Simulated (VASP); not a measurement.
# Si12O23 (a cell with a defect) in VASP: single point with PBE+D3(BJ)

Aim: the single point of Si12O23 (a cell with a defect) with PBE+D3(BJ).

Program: VASP 6.6.1. These are calculated values, not measurements. Logs are shortened: lines on timing, memory, paths and dates and some standing lists are left out, and cuts for length are marked.

## 1. The cell of the first run

The cell holds a defect, 35 atoms: a = 7.399 Å, b = 7.399 Å, c = 9.994 Å, α = 70.26°, β = 70.26°, γ = 71.59°.

## 2. Single point, PBE+D3(BJ)

Input file INCAR:

```
PREC = Accurate
ENCUT = 520
EDIFF = 1E-6
ISMEAR = 0
SIGMA = 0.02
LREAL = Auto
LASPH = T
NELM = 120
ALGO = Normal
ISIF = 2
LWAVE = F
LCHARG = T
GGA = PE
IVDW = 12
LELF = T
LVHAR = T
NBANDS = 116
NELECT = 188.0
GGA_COMPAT = F
```

Input file KPOINTS:

```
Automatic mesh
0
Gamma
  2 2 2
```

Input file POSCAR:

```
Si12O23
1.0
   -2.4986000000      4.3277020000      5.4571000000
    4.9972000000      0.0000000000      5.4571000000
    4.9972000000      8.6554040000      0.0000000000
Si O
12 23
Direct
    0.7508897222      0.2448224693      0.1235376243
    0.1529936330      0.1747925538      0.1902626554
    0.5611151640      0.0866913633      0.9643148699
    0.7575155223      0.2357114664      0.6287721011
    0.1735257789      0.1523493196      0.6979683605
    0.5797940551      0.0844017632      0.4571946160
    0.2570313628      0.7374527038      0.3625634178
    0.6913059001      0.6500286915      0.4069175828
    0.0011920042      0.6110533276      0.2237004028
    0.2967799612      0.6982107848      0.8788108295
    0.6873674771      0.6760717122      0.9106235127
    0.1087228749      0.5933353612      0.6996699168
    0.9732789705      0.1515345751      0.1423953928
    0.3393444645      0.1844253033      0.0456891766
    0.2153214075      0.9792201988      0.3183218385
    0.0860617865      0.3631328407      0.2563628728
    0.7144707788      0.1309901803      0.0260641077
    0.9811257992      0.1633524035      0.6452862185
    0.3563781398      0.1625328202      0.5470824483
    0.1134055693      0.6651828751      0.5250180686
    0.2210088414      0.9612630612      0.8264305854
    0.1292113107      0.3533334475      0.7506564630
    0.7370110854      0.1190023650      0.5234189706
    0.4920045386      0.6525291881      0.3598512530
    0.9349455884      0.7290186051      0.0803672604
    0.5979640359      0.2169108977      0.2871455620
    0.6974884772      0.4701208757      0.5593359619
    0.6351878523      0.8552436956      0.4585599079
    0.1849361720      0.6693465056      0.2551052913
    0.5505462147      0.6827679998      0.8131674784
    0.8977733400      0.6984321537      0.7917746556
    0.6008957633      0.1871445878      0.7882116425
    0.7158071092      0.4755848389      0.0424183715
    0.5848802416      0.8540320012      0.9934917664
    0.2803999701      0.6652752053      0.7166061213
```

Potentials or basis: VASP PAW PBE potentials, release 64 (Si, O).

Started as:

```sh
$ cat potpaw_PBE.64/Si/POTCAR potpaw_PBE.64/O/POTCAR > POTCAR
$ mpirun -np 1 vasp_std > vasp.out
```

OUTCAR:

```text
PREC = Accurate
   ENCUT = 520
   EDIFF = 1E-6
   ISMEAR = 0
   LREAL = Auto
   LASPH = T
   NELM = 120
   ISIF = 2
   GGA = PE
   IVDW = 12
   NELECT = 188.0
 IVDW          = 12

 ion  position               nearest neighbor table
   1  0.751  0.245  0.124-  33 1.60  17 1.61  13 1.62  26 1.63   6 3.09   3 3.11   2 3.11
   2  0.153  0.175  0.190-  16 1.61  14 1.63  13 1.63  15 1.63   7 3.10   1 3.11   3 3.13
   3  0.561  0.087  0.964-  34 1.61  17 1.62  14 1.62  32 1.63  11 3.06   1 3.11   2 3.13   4 3.13

   4  0.758  0.236  0.629-  27 1.61  18 1.62  32 1.63  23 1.64   6 3.11   8 3.12   3 3.13
   5  0.174  0.152  0.698-  21 1.59  22 1.64  18 1.65  19 1.65
   6  0.580  0.084  0.457-  28 1.61  19 1.62  26 1.63  23 1.64   1 3.09   4 3.11
   7  0.257  0.737  0.363-  29 1.62  20 1.63  15 1.64  24 1.65  12 3.08   2 3.10
   8  0.691  0.650  0.407-  28 1.65  27 1.65  24 1.69   9 2.41   4 3.12
   9  0.001  0.611  0.224-  25 1.55  16 1.69  29 1.70   8 2.41
  10  0.297  0.698  0.879-  30 1.75  35 1.77  21 1.79  11 2.96  12 3.01
  11  0.687  0.676  0.911-  30 1.61  31 1.63  33 1.63  34 1.64  10 2.96   3 3.06  12 3.13
  12  0.109  0.593  0.700-  35 1.60  31 1.62  20 1.64  22 1.65  10 3.01   7 3.08  11 3.13
  13  0.973  0.152  0.142-   1 1.62   2 1.63
  14  0.339  0.184  0.046-   3 1.62   2 1.63
  15  0.215  0.979  0.318-   2 1.63   7 1.64
  16  0.086  0.363  0.256-   2 1.61   9 1.69
  17  0.714  0.131  0.026-   1 1.61   3 1.62
  18  0.981  0.163  0.645-   4 1.62   5 1.65
  19  0.356  0.163  0.547-   6 1.62   5 1.65
  20  0.113  0.665  0.525-   7 1.63  12 1.64
  21  0.221  0.961  0.826-   5 1.59  10 1.79
  22  0.129  0.353  0.751-   5 1.64  12 1.65
  23  0.737  0.119  0.523-   6 1.64   4 1.64
  24  0.492  0.653  0.360-   7 1.65   8 1.69
  25  0.935  0.729  0.080-   9 1.55
  26  0.598  0.217  0.287-   1 1.63   6 1.63
  27  0.697  0.470  0.559-   4 1.61   8 1.65
  28  0.635  0.855  0.459-   6 1.61   8 1.65
  29  0.185  0.669  0.255-   7 1.62   9 1.70
  30  0.551  0.683  0.813-  11 1.61  10 1.75
  31  0.898  0.698  0.792-  12 1.62  11 1.63
  32  0.601  0.187  0.788-   4 1.63   3 1.63
  33  0.716  0.476  0.042-   1 1.60  11 1.63
  34  0.585  0.854  0.993-   3 1.61  11 1.64
  35  0.280  0.665  0.717-  12 1.60  10 1.77

  LATTYP: Found a base centered monoclinic cell.
 ALAT       =    12.0038230660
 B/A-ratio  =     0.7210539654
 C/A-ratio  =     0.8326013878
 COS(beta)  =    -0.4163006939

  Lattice vectors:

 A1 = (   2.4986000000,  -4.3277020000,  -5.4571000000)
 A2 = (  -4.9972000000,   0.0000000000,  -5.4571000000)
 A3 = (   4.9972000000,   8.6554040000,   0.0000000000)

Analysis of symmetry for initial positions (statically):
=====================================================================
 Subroutine PRICEL returns:
 Original cell was already a primitive cell.

 Routine SETGRP: Setting up the symmetry group for a
 base centered monoclinic supercell.

 Subroutine GETGRP returns: Found  1 space group operations
 (whereof  1 operations were pure point group operations)
 out of a pool of  4 trial point group operations.

The static configuration has the point symmetry C_1 .

Analysis of symmetry for dynamics (positions and initial velocities):
=====================================================================
 Subroutine PRICEL returns:
 Original cell was already a primitive cell.

 Routine SETGRP: Setting up the symmetry group for a
 base centered monoclinic supercell.

 Subroutine GETGRP returns: Found  1 space group operations
 (whereof  1 operations were pure point group operations)
 out of a pool of  4 trial point group operations.

The dynamic configuration has the point symmetry C_1 .

 Subroutine INISYM returns: Found  1 space group operations
 (whereof  1 operations are pure point group operations),
 and found     1 'primitive' translations

----------------------------------------------------------------------------------------

                                     Primitive cell

  volume of cell :     472.0695

  direct lattice vectors                    reciprocal lattice vectors
    -2.498600000  4.327702000  5.457100000    -0.100056031  0.057767379  0.091623756
     4.997200000  0.000000000  5.457100000     0.100056031 -0.057767379  0.091623756
     4.997200000  8.655404000  0.000000000     0.050028016  0.086651068 -0.045811878

  length of vectors
[... 78 lines left out ...]

 KPOINTS: Automatic mesh

Automatic generation of k-mesh.
 Grid dimensions read from file:
 generate k-points for:    2    2    2

 Generating k-lattice:

  Cartesian coordinates                     Fractional coordinates (reciprocal lattice)
    -0.050028016  0.028883689  0.045811878     0.500000000  0.000000000  0.000000000
     0.050028016 -0.028883689  0.045811878     0.000000000  0.500000000 -0.000000000
     0.025014008  0.043325534 -0.022905939     0.000000000  0.000000000  0.500000000

  Length of vectors
     0.073727865  0.073727865  0.055022582

  Shift w.r.t. Gamma in fractional coordinates (k-lattice)
     0.000000000  0.000000000  0.000000000

 Subroutine IBZKPT returns following result:
 ===========================================

 Found      8 irreducible k-points:

 Following reciprocal coordinates:
            Coordinates               Weight
  0.000000  0.000000  0.000000      1.000000
  0.500000 -0.000000  0.000000      1.000000
 -0.000000  0.500000 -0.000000      1.000000
  0.500000  0.500000  0.000000      1.000000
  0.000000  0.000000  0.500000      1.000000
  0.500000 -0.000000  0.500000      1.000000
  0.000000  0.500000  0.500000      1.000000
  0.500000  0.500000  0.500000      1.000000
   k-points           NKPTS =      8   k-points in BZ     NKDIM =      8   number of bands    NBANDS=    116
   number of dos      NEDOS =    301   number of ions     NIONS =     35
   total plane-waves  NPLWV = 250880
   dimension x,y,z NGX =    56 NGY =   56 NGZ =   80
   dimension x,y,z NGXF=   112 NGYF=  112 NGZF=  160
   ions per type =              12  23
   NGX,Y,Z   is equivalent  to a cutoff of  12.58, 12.58, 13.31 a.u.
   NGXF,Y,Z  is equivalent  to a cutoff of  25.16, 25.16, 26.61 a.u.
 SYSTEM =  unknown system
   PREC   = accura    normal or accurate (medium, high low for compatibility)
   ISTART =      0    job   : 0-new  1-cont  2-samecut
   ICHARG =      2    charge: 1-file 2-atom 10-const
   ISPIN  =      1    spin polarized calculation?
   LNONCOLLINEAR =      F non collinear calculations
   LSORBIT =      F    spin-orbit coupling
   LASPH  =      T    aspherical Exc in radial PAW
   ENCUT  =  520.0 eV  38.22 Ry    6.18 a.u.  13.76 13.76 18.58*2*pi/ulx,y,z
   NELM   =    120;   NELMIN=  2; NELMDL= -5     # of ELM steps
   EDIFF  = 0.1E-05   stopping-criterion for ELM
   LREAL  =      T    real-space projection
   EDIFFG = 0.1E-04   stopping-criterion for IOM
   NSW    =      0    number of steps for IOM
   IBRION =     -1    ionic relax: 0-MD 1-quasi-New 2-CG
   NFREE  =      0    steps in history (QN), initial steepest desc. (CG)
   ISIF   =      2    stress and relaxation
   ISYM   =      2    0-nonsym 1-usesym 2-fastsym
   POTIM  = 0.5000    time-step for ionic-motion
   TEBEG  =    0.0;   TEEND  =   0.0 temperature during run
   PSTRESS=    0.0 pullay stress
   NELECT =     188.0000    total number of electrons
   NUPDOWN=      -1.0000    fix difference up-down
   EMIN   =  10.00;   EMAX   =-10.00  energy-range for DOS
   EFERMI =   0.00;   METHOD = LEGACY
   ISMEAR =     0;   SIGMA  =   0.02  broadening in eV -4-tet -1-fermi 0-gaus
   EFERMI_NEDOS =   21; number of points for ismear=-14 and -15
   IALGO  =     38    algorithm
   IMIX   =      4    mixing-type and parameters
     AMIX     =   0.40;   BMIX     =  1.00
     AMIX_MAG =   1.60;   BMIX_MAG =  1.00
  volume/ion in A,a.u.               =      13.49        91.02
  Fermi-wavevector in a.u.,A,eV,Ry     =   1.204459  2.276098 19.738273  1.450722
  Thomas-Fermi vector in A             =   2.340184
   LORBIT       =      0    0 simple, 1 ext, 2 COOP (PROOUT), +10 PAW based schemes
   GGA     = PE    functional components
   LHFCALC =     F    Hartree Fock is set to
   AEXX    =    0.0000 exact exchange contribution
   IVDW    =    12    specifies the selected vdW correction
   LEPSILON=     F    determine dielectric tensor
   LRPA    =     F    only Hartree local field effects (RPA)
 non-spin polarized calculation
 Gauss-broadening in eV      SIGMA  =   0.02
  energy-cutoff  :      520.00
  volume of cell :      472.07
 maximum number of plane-waves:     12742
 NGX is ok and might be reduce to    56
   NGX = 27   NGY = 27   NGZ = 37

 number of electron     187.9999995 magnetization

 Free energy of the ion-electron system (eV)
  ---------------------------------------------------
  ext. energy  EPLUGINS =         0.00000000
  ---------------------------------------------------
  free energy    TOTEN  =      -261.67628259 eV

  energy without entropy =     -261.67628259  energy(sigma->0) =     -261.67628259

 E-fermi :   4.8409     XC(G=0):  -9.0647

 val. band max:        4.6784177138   @ k =   0.5000  -0.0000   0.5000
 cond. band min:       6.8605199509   @ k =   0.0000   0.0000   0.0000
 fundamental gap:      2.1821022371
 Fermi energy:         4.8409268723

 k-point     1 :       0.0000    0.0000    0.0000
  band No.  band energies     occupation
      1     -18.7596      2.00000
      2     -18.3366      2.00000
      3     -18.0751      2.00000
      4     -18.0518      2.00000
      5     -17.9066      2.00000
      6     -17.6316      2.00000
[... 861 lines left out ...]
    105       9.5606      0.00000
    106       9.7096      0.00000
 [bands above 106 left out]

------------------------ aborting loop because EDIFF is reached ----------------------------------------

 Edisp (eV)   -4.77445

 E8    (eV) :    -1.6238

  FORCE on cell =-STRESS in cart. coord.  units (eV):
  Direction    XX          YY          ZZ          XY          YZ          ZX
  --------------------------------------------------------------------------------------
  -------------------------------------------------------------------------------------
  Total      11.72262    13.36738    15.24829     1.56048    -1.96797     0.05989
  in kB      39.78592    45.36813    51.75183     5.29618    -6.67919     0.20327
  external pressure =       45.64 kB  Pullay stress =        0.00 kB

 VOLUME and BASIS-vectors are now :
 -----------------------------------------------------------------------------
  energy-cutoff  :      520.00
  volume of cell :      472.07
      direct lattice vectors                 reciprocal lattice vectors
    -2.498600000  4.327702000  5.457100000    -0.100056031  0.057767379  0.091623756
     4.997200000  0.000000000  5.457100000     0.100056031 -0.057767379  0.091623756
     4.997200000  8.655404000  0.000000000     0.050028016  0.086651068 -0.045811878

 POSITION                                       TOTAL-FORCE (eV/Angst)
 -----------------------------------------------------------------------------------
     -0.03540      4.31890      5.43370         0.008763     -0.020031      0.003654
      1.44198      2.30891      1.78876        -0.023118     -0.012487     -0.008192
      3.85009     10.77487      3.53515         0.020584     -0.035666      0.014488
      2.42727      8.72058      5.42014        -0.026045      0.007223     -0.008737
      3.81564      6.79217      1.77833         0.001291     -0.030717     -0.009695
      1.25779      6.46638      3.62458         0.005556     -0.008698     -0.017721
[... 27 lines left out ...]
      7.77106     11.13026      7.85229        -0.001965     -0.023841      0.003258
      6.20493      7.41600      5.16064        -0.056055      0.129443     -0.022102
 -----------------------------------------------------------------------------------
    total drift:                               -0.016526     -0.022297      0.006913

  FREE ENERGIE OF THE ION-ELECTRON SYSTEM (eV)
  ---------------------------------------------------
  free  energy   TOTEN  =      -266.4507284521 eV

  energy  without entropy=     -266.4507284521  energy(sigma->0) =     -266.45072845
```

Run time: 8.3 min. Hardware: 1 thread of Intel Xeon 6975P-C (Granite Rapids), shared host; peak memory 0.65 GiB.

Results:

```
Free energy                : -266.4507 eV
Largest force              : 0.302 eV/Å
Dispersion energy per atom : -0.136 eV
```

Forces on the atoms (eV/Å):
```
Si   0.009 -0.020  0.004
Si  -0.023 -0.012 -0.008
Si   0.021 -0.036  0.014
Si  -0.026  0.007 -0.009
Si   0.001 -0.031 -0.010
Si   0.006 -0.009 -0.018
Si  -0.016  0.000  0.014
Si  -0.007 -0.013  0.028
Si   0.015  0.172 -0.084
Si  -0.024  0.103  0.027
Si   0.006  0.077  0.073
Si  -0.015 -0.013 -0.032
O    0.023  0.001  0.002
O    0.005 -0.010 -0.010
O   -0.029 -0.017  0.004
O    0.038 -0.007  0.009
O    0.042 -0.026  0.001
O   -0.008  0.018  0.001
O    0.020  0.011 -0.005
O    0.001  0.016  0.030
O   -0.065  0.054 -0.041
O    0.001 -0.022 -0.016
O   -0.004 -0.001 -0.018
O   -0.012 -0.010 -0.006
O    0.219 -0.184 -0.097
O   -0.002 -0.001  0.009
O   -0.064 -0.038  0.031
O   -0.011 -0.041 -0.016
O    0.027 -0.051 -0.069
O   -0.071 -0.082  0.123
O   -0.009  0.087  0.059
O    0.005 -0.001  0.018
O    0.008 -0.027  0.009
O   -0.002 -0.024  0.003
O   -0.056  0.129 -0.022
```

Levels at points of the mesh, in eV from the Fermi level:
```csv
k point,band 92,band 93,band 94,band 95,band 96,band 97
"(0.00, 0.00, 0.00)",-2.60,-2.53,-0.27,2.02,2.69,3.10
"(0.50, 0.00, 0.00)",-2.55,-2.44,-0.19,2.19,2.73,2.89
"(0.00, 0.50, 0.00)",-2.57,-2.53,-0.21,2.19,2.76,3.21
"(0.50, 0.50, 0.00)",-2.57,-2.44,-0.18,2.20,2.82,3.12
"(0.00, 0.00, 0.50)",-2.56,-2.48,-0.28,2.37,2.69,2.71
"(0.50, 0.00, 0.50)",-2.56,-2.47,-0.16,2.17,2.67,3.13
"(0.00, 0.50, 0.50)",-2.57,-2.47,-0.22,2.40,2.77,2.90
"(0.50, 0.50, 0.50)",-2.59,-2.45,-0.17,2.15,2.86,3.13
```

Caveat: the k points lie up to 0.46 Å⁻¹ apart; the cell carries a net charge on a neutralising background, which shifts energy and pressure; the cell is charged against a uniform background, so pressure and absolute levels hang on convention.
